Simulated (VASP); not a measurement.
# LiF (I4/mmm) in VASP: single point with r2SCAN

Aim: the single point of LiF with r2SCAN.

Program: VASP 6.6.1. These are calculated values, not measurements. Logs are shortened: lines on timing, memory, paths and dates and some standing lists are left out, and cuts for length are marked.

**1. The cell of the first run**

The structure is tetragonal, space group I4/mmm (No. 139). Conventional cell: a = 2.848 Å, b = 2.848 Å, c = 3.927 Å, α = 90.00°, β = 90.00°, γ = 90.00°. Li (site symmetry 4/mmm) has 6 F at 1.96 to 2.01 Å within 2.6 Å. Within 2.6 Å of F (site symmetry 4/mmm) lie 6 Li at 1.96 to 2.01 Å.

**2. Single point, r2SCAN (strain +0.000 along x and y, -0.025 along z)**

POSCAR reads:

```
LiF
1.0
    0.0000000000      2.0140000000      1.9636500000
    2.0140000000      0.0000000000      1.9636500000
    2.0140000000      2.0140000000      0.0000000000
Li F
1 1
Direct
    0.0000000000      0.0000000000      0.0000000000
    0.5000000000      0.5000000000      0.5000000000
```

INCAR.step1 reads:

```
SYSTEM = LiF
PREC     = Accurate       ! precision mode
ENCUT    = 520            ! plane-wave cutoff, eV
ISMEAR   = 0              ! smearing method
SIGMA    = 0.05           ! smearing width, eV
LREAL    = .FALSE.        ! projectors in reciprocal space
LASPH    = .TRUE.         ! aspherical terms in the spheres
NELM     = 60             ! most SCF steps
NBANDS   = 12             ! bands
GGA      = PE             ! functional
ALGO     = Normal         ! electronic algorithm
EDIFF    = 1E-4           ! SCF threshold, eV
LWAVE    = .TRUE.         ! write WAVECAR
LCHARG   = .FALSE.        ! write CHGCAR
```

INCAR.step2 reads:

```
SYSTEM = LiF
PREC     = Accurate       ! precision mode
ENCUT    = 520            ! plane-wave cutoff, eV
EDIFF    = 1E-6           ! SCF threshold, eV
ISMEAR   = 0              ! smearing method
SIGMA    = 0.05           ! smearing width, eV
LREAL    = .FALSE.        ! projectors in reciprocal space
LASPH    = .TRUE.         ! aspherical terms in the spheres
NELM     = 60             ! most SCF steps
ALGO     = Normal         ! electronic algorithm
ISIF     = 2              ! what is computed and relaxed
LWAVE    = .FALSE.        ! write WAVECAR
LCHARG   = .FALSE.        ! write CHGCAR
METAGGA  = R2SCAN         ! meta-GGA
LMIXTAU  = .TRUE.       
NBANDS   = 12             ! bands
ISTART   = 1
```

KPOINTS reads:

```
regular mesh
0
G
  10 10 10
  0 0 0
```

Potentials or basis: VASP PAW PBE potentials, release 64 (Li_sv, F).

Command:

```bash
$ cat potpaw_PBE.64/Li_sv/POTCAR potpaw_PBE.64/F/POTCAR > POTCAR
$ cp INCAR.step1 INCAR
$ mpirun -np 1 vasp_std > vasp.out
$ cp INCAR.step2 INCAR
$ mpirun -np 1 vasp_std > vasp.out
```

OUTCAR:

```text
SYSTEM = LiF
   PREC = Accurate
   ENCUT = 520
   EDIFF = 1E-6
   ISMEAR = 0
   LREAL = .FALSE.
   LASPH = .TRUE.
   NELM = 60
   ISIF = 2
   METAGGA = R2SCAN
   ISTART = 1

 ion  position               nearest neighbor table
   1  0.000  0.000  0.000-   2 1.96   2 1.96   2 2.01   2 2.01   2 2.01   2 2.01
   2  0.500  0.500  0.500-   1 1.96   1 1.96   1 2.01   1 2.01   1 2.01   1 2.01

  LATTYP: Found a body centered tetragonal cell.
 ALAT       =     2.8482261146
 C/A-ratio  =     1.3788582233

  Lattice vectors:

 A1 = (   0.0000000000,  -2.0140000000,  -1.9636500000)
 A2 = (   0.0000000000,   2.0140000000,  -1.9636500000)
 A3 = (   2.0140000000,   0.0000000000,   1.9636500000)

Analysis of symmetry for initial positions (statically):
=====================================================================
 Subroutine PRICEL returns:
 Original cell was already a primitive cell.

 Routine SETGRP: Setting up the symmetry group for a
 body centered tetragonal supercell.

 Subroutine GETGRP returns: Found 16 space group operations
 (whereof 16 operations were pure point group operations)
 out of a pool of 16 trial point group operations.

The static configuration has the point symmetry D_4h.

Analysis of symmetry for dynamics (positions and initial velocities):
=====================================================================
 Subroutine PRICEL returns:
 Original cell was already a primitive cell.

 Routine SETGRP: Setting up the symmetry group for a
 body centered tetragonal supercell.

 Subroutine GETGRP returns: Found 16 space group operations
 (whereof 16 operations were pure point group operations)
 out of a pool of 16 trial point group operations.

The dynamic configuration has the point symmetry D_4h.

 Subroutine INISYM returns: Found 16 space group operations
 (whereof 16 operations are pure point group operations),
 and found     1 'primitive' translations

----------------------------------------------------------------------------------------

                                     Primitive cell

  volume of cell :      15.9299

  direct lattice vectors                    reciprocal lattice vectors
     0.000000000  2.014000000  1.963650000    -0.248262165  0.248262165  0.254627861
     2.014000000  0.000000000  1.963650000     0.248262165 -0.248262165  0.254627861
     2.014000000  2.014000000  0.000000000     0.248262165  0.248262165 -0.254627861

  length of vectors
     2.812848614  2.812848614  2.848226115     0.433709065  0.433709065  0.433709065

  position of ions in fractional coordinates (direct lattice)
[... 91 lines left out ...]
   NUPDOWN=      -1.0000    fix difference up-down
   EMIN   =  10.00;   EMAX   =-10.00  energy-range for DOS
   EFERMI =   0.00;   METHOD = LEGACY
   ISMEAR =     0;   SIGMA  =   0.05  broadening in eV -4-tet -1-fermi 0-gaus
   EFERMI_NEDOS =   21; number of points for ismear=-14 and -15
   IALGO  =     38    algorithm
   IMIX   =      4    mixing-type and parameters
     AMIX     =   0.40;   BMIX     =  1.00
     AMIX_MAG =   1.60;   BMIX_MAG =  1.00
  volume/ion in A,a.u.               =       7.96        53.75
  Fermi-wavevector in a.u.,A,eV,Ry     =   1.401750  2.648923 26.734120  1.964902
  Thomas-Fermi vector in A             =   2.524580
   LORBIT       =      0    0 simple, 1 ext, 2 COOP (PROOUT), +10 PAW based schemes
   METAGGA = R2SCAN    functional components
   LHFCALC =     F    Hartree Fock is set to
   AEXX    =    0.0000 exact exchange contribution
   IVDW    =     0    specifies the selected vdW correction
   LEPSILON=     F    determine dielectric tensor
   LRPA    =     F    only Hartree local field effects (RPA)
 non-spin polarized calculation
 Gauss-broadening in eV      SIGMA  =   0.05
  energy-cutoff  :      520.00
  volume of cell :       15.93
 maximum number of plane-waves:       444
 NGX is ok and might be reduce to    24
   NGX = 11   NGY = 11   NGZ = 11

 number of electron       9.9999994 magnetization

 Free energy of the ion-electron system (eV)
  ---------------------------------------------------
  ext. energy  EPLUGINS =         0.00000000
  ---------------------------------------------------
  free energy    TOTEN  =       -11.90082752 eV

  energy without entropy =      -11.90082752  energy(sigma->0) =      -11.90082752

 E-fermi :  -1.1185     XC(G=0): -10.6779

 val. band max:       -1.4645203214   @ k =   0.0000   0.0000   0.0000
 cond. band min:       9.0335235406   @ k =   0.0000   0.0000   0.0000
 fundamental gap:     10.4980438620
 Fermi energy:        -1.1185309487

 k-point     1 :       0.0000    0.0000    0.0000
  band No.  band energies     occupation
      1     -43.5029      2.00000
      2     -22.6504      2.00000
      3      -1.5299      2.00000
      4      -1.4645      2.00000
      5      -1.4645      2.00000
      6       9.0335      0.00000
      7      24.1915      0.00000
      8      24.1916      0.00000
      9      24.3990      0.00000
     10      24.7383      0.00000
     11      24.7389      0.00000
     12      25.4302      0.00000
[... 331 lines left out ...]
 k-point    24 :       0.4000    0.3000    0.0000
  band No.  band energies     occupation
      1     -43.4351      2.00000
      2     -22.1084      2.00000
      3      -3.8475      2.00000
      4      -2.4249      2.00000
      5      -2.3213      2.00000
      6      13.2100      0.00000
      7      16.3611      0.00000
      8      19.1355      0.00000
      9      20.3584      0.00000
     10      21.3684      0.00000
     11      34.9895      0.00000
     12      35.1349      0.00000

 [... further k-points ...]

------------------------ aborting loop because EDIFF is reached ----------------------------------------

  FORCE on cell =-STRESS in cart. coord.  units (eV):
  Direction    XX          YY          ZZ          XY          YZ          ZX
  --------------------------------------------------------------------------------------
  -------------------------------------------------------------------------------------
  Total       -0.1841511     -0.1841511      0.0746728      0.0000000     -0.0000000     -0.0000000
  in kB      -18.5213154    -18.5213154      7.5103514      0.0000000     -0.0000000     -0.0000000
  external PRESSURE =      -9.8440931 kB  Pullay stress =       0.0000000 kB

 VOLUME and BASIS-vectors are now :
 -----------------------------------------------------------------------------
  energy-cutoff  :      520.00
  volume of cell :       15.93
      direct lattice vectors                 reciprocal lattice vectors
     0.000000000  2.014000000  1.963650000    -0.248262165  0.248262165  0.254627861
     2.014000000  0.000000000  1.963650000     0.248262165 -0.248262165  0.254627861
     2.014000000  2.014000000  0.000000000     0.248262165  0.248262165 -0.254627861

 POSITION                                       TOTAL-FORCE (eV/Angst)
 -----------------------------------------------------------------------------------
      0.00000      0.00000      0.00000        -0.000000     -0.000000     -0.000000
      2.01400      2.01400      1.96365         0.000000      0.000000      0.000000
 -----------------------------------------------------------------------------------
    total drift:                               -0.000000     -0.000000      0.000000

  FREE ENERGIE OF THE ION-ELECTRON SYSTEM (eV)
  ---------------------------------------------------
  free  energy   TOTEN  =       -11.9008275174 eV

  energy  without entropy=      -11.9008275174  energy(sigma->0) =      -11.90082752
```

OUTCAR.step1:

```text
SYSTEM = LiF
   PREC = Accurate
   ENCUT = 520
   ISMEAR = 0
   LREAL = .FALSE.
   LASPH = .TRUE.
[... 585 lines left out ...]
      0.00000      0.00000      0.00000         0.000000      0.000000     -0.000000
      2.01400      2.01400      1.96365         0.000000      0.000000      0.000000
 -----------------------------------------------------------------------------------
    total drift:                               -0.000000     -0.000000      0.000000

  FREE ENERGIE OF THE ION-ELECTRON SYSTEM (eV)
  ---------------------------------------------------
  free  energy   TOTEN  =        -9.6273802086 eV

  energy  without entropy=       -9.6273802086  energy(sigma->0) =       -9.62738021
```

OSZICAR.step1:

```text
N       E                     dE             d eps       ncg     rms          rms(c)
DAV:   1     0.307550782430E+02    0.30755E+02   -0.54156E+03  2552   0.844E+02
DAV:   2    -0.912122637666E+01   -0.39876E+02   -0.39093E+02  2932   0.187E+02
DAV:   3    -0.101296020471E+02   -0.10084E+01   -0.10055E+01  3284   0.259E+01
DAV:   4    -0.101389517102E+02   -0.93497E-02   -0.93492E-02  2844   0.255E+00
DAV:   5    -0.101390650275E+02   -0.11332E-03   -0.11332E-03  3196   0.206E-01    0.454E+00
DAV:   6    -0.961626631565E+01    0.52280E+00   -0.24605E+00  2760   0.981E+00    0.137E+00
DAV:   7    -0.962064565245E+01   -0.43793E-02   -0.19323E-02  3244   0.122E+00    0.856E-01
DAV:   8    -0.962735999925E+01   -0.67143E-02   -0.14652E-02  2984   0.126E+00    0.109E-01
DAV:   9    -0.962738020856E+01   -0.20209E-04   -0.93618E-04  2816   0.275E-01
   1 F= -.96273802E+01 E0= -.96273802E+01  d E =-.254564E-38
```

It took 74 s on 1 thread of AMD EPYC 7R13 (Zen 3), shared host; peak memory 0.11 GiB.

Results:

```yaml
Free_energy: -11.9008 eV
Band_gap_on_the_k_mesh: 10.50 eV, direct
```

Caveat: the cell differs from its parent crystal (strain +0.000 along x and y, -0.025 along z); the cutoff is under 1.25 times the usual one of these potentials, so pressure, stress and relaxed cells hold a basis-set (Pulay) error; the PAW data sets were made with another functional, which shifts forces and pressure a little.
